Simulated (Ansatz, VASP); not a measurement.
**Two plane-wave programs on Ga3As2P**

```xyz
12
Lattice="3.9920 0.0000 0.0000 -1.9960 3.4572 0.0000 0.0000 0.0000 19.7519" Properties=species:S:1:pos:R:3 pbc="T T T"
Ga    1.9960    1.1524    3.2929
Ga    1.9960    1.1524    9.8112
Ga    1.9960    1.1524   16.5259
Ga    0.0000    2.3048   19.6871
Ga    0.0000    2.3048    6.6500
Ga    0.0000    2.3048   13.1688
P     1.9960    1.1524   18.9246
P     0.0000    2.3048    9.0487
As    1.9960    1.1524    5.7819
As    1.9960    1.1524   12.3062
As    0.0000    2.3048    2.4302
As    0.0000    2.3048   15.6579
```

Alike in both runs: functional PBE; k mesh 12 × 12 × 2; occupations gaussian, width 0.02 eV; no spin polarisation.

Ansatz relaxed the structure, and its values are those at the end. VASP's run is a single point on that final structure, the one shown.

|  | VASP | Ansatz |
| --- | --- | --- |
| version | VASP 6.6.1 | Ansatz 0.2.0 |
| potentials or method | VASP PAW PBE potentials, release 64 (Ga_d, P, As), cutoff 520 eV | scalar-relativistic, plane waves, PAW |
| valence electrons in the cell | 108 | 148 |

```tsv
	VASP	Ansatz	Ansatz less VASP
gap on the k mesh at the Fermi level (eV)	0.53	0.53	+0.002
least direct gap on the mesh (eV)	0.53	0.53	+0.002
pressure (GPa)	0.1	0.0	-0.11
rms of the force components (eV/Å)	0.004	0.002	-0.0020
```

The functional is the same, so the differences come from potentials, cutoffs and numerics. VASP's potentials hold 108 valence electrons a cell and Ansatz's 148, so a difference there can come from the potentials and not from the codes.
